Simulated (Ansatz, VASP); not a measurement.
**Two plane-wave programs on H**

```
CELL_PARAMETERS angstrom
5.43260 0.00000 0.00000
-2.71630 4.70477 0.00000
0.00000 0.00000 4.49460
ATOMIC_POSITIONS crystal
H 0.33333 0.66667 0.25000
H 0.66667 0.33333 0.75000
```

Alike in both runs: task single point; functional PBE; k mesh 6 × 6 × 6; occupations gaussian, width 0.05 eV; collinear spin.

|  | VASP | Ansatz |
| --- | --- | --- |
| version | VASP 6.6.1 | Ansatz 0.2.0 |
| potentials or method | VASP PAW PBE potentials, release 64 (H), cutoff 520 eV | scalar-relativistic, plane waves, PAW |
| valence electrons in the cell | 2 | 2 |

|  | VASP | Ansatz | Ansatz less VASP |
| --- | --- | --- | --- |
| gap on the k mesh at the Fermi level (eV) | 6.83 | 6.84 | +0.001 |
| least direct gap on the mesh (eV) | 7.24 | 7.25 | 0.000 |
| pressure (GPa) | 0.0 | 0.0 | +0.03 |
| net moment per atom (μB) | 1.00 | 1.00 | 0.000 |
| size of the moment on the site where the two differ most (μB) | 0.38 | 0.95 | +0.572 |

Site moments also hang on the region over which each program counts them. Ansatz's warnings: nearly empty spin channel levels not settled, published levels not confirmed, xc potential rough in thin density.
